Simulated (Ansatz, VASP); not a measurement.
Two plane-wave programs on ZnO

File INCAR:

```
  PREC = Accurate
  ENCUT = 1340
  EDIFF = 1E-6
  ISMEAR = 0
  SIGMA = 0.01
  LREAL = False
  LASPH = True
  NELM = 120
  ALGO = Normal
  ISIF = 2
  LWAVE = False
  LCHARG = False
  GGA = PE
  IVDW = 12
  NBANDS = 26
  GGA_COMPAT = False
```

Contents of KPOINTS:

```
Automatic mesh
0
Gamma
  6 6 4
```

POSCAR

```
ZnO
1.0
    3.2353522072      0.0000000000      0.0000000000
   -1.6176761036      2.8018972017      0.0000000000
    0.0000000000      0.0000000000      5.2109131099
Zn O
2 2
Direct
    0.3333333333      0.6666666667      0.4996551081
    0.6666666667      0.3333333333     -0.0003448919
    0.6666666667      0.3333333333      0.3793548919
    0.3333333333      0.6666666667      0.8793548919
```

Input for Ansatz:

```yaml
crystal:
  lattice:
    - [3.2353522072, 0.0, 0.0]
    - [-1.6176761036, 2.8018972017, 0.0]
    - [0.0, 0.0, 5.2109131099]
  atoms:
    - { symbol: Zn, position: [0.3333333333, 0.6666666667, 0.4996551081] }
    - { symbol: Zn, position: [0.6666666667, 0.3333333333, -0.0003448919] }
    - { symbol: O, position: [0.6666666667, 0.3333333333, 0.3793548919] }
    - { symbol: O, position: [0.3333333333, 0.6666666667, 0.8793548919] }
kpoints:
  mp_grid: { grid: [6, 6, 4] }
hamiltonian:
  xc: pbe
  dispersion: d3bj
scf:
  occupations: { method: fixed }
  n_extra_bands: 5
output:
  forces: true
  stress: true
  eigenvalues: true
```

Alike in both runs: task single point; functional PBE; dispersion D3(BJ); k mesh 6 × 6 × 4; no spin polarisation.

```csv
,VASP,Ansatz
version,VASP 6.6.1,Ansatz 0.2.0
potentials or method,"VASP PAW PBE potentials, release 64 (Zn, O_h)",plane waves
plane-wave cutoff (eV),1340,420
occupations,"gaussian, width 0.01 eV",fixed
valence electrons in the cell,36,36
```

|  | VASP | Ansatz | Ansatz less VASP |
| --- | --- | --- | --- |
| gap on the k mesh at the Fermi level (eV) | 0.79 | 0.81 | +0.012 |
| pressure (GPa) | 3.9 | 2.9 | -0.94 |
| traceless stress, the component that is largest in VASP (GPa) | 0.10 | 0.11 | +0.015 |
| rms of the force components (eV/Å) | 0.003 | 0.003 | -0.0004 |

Atom by atom the forces differ by 0.000 eV/Å (rms over components).
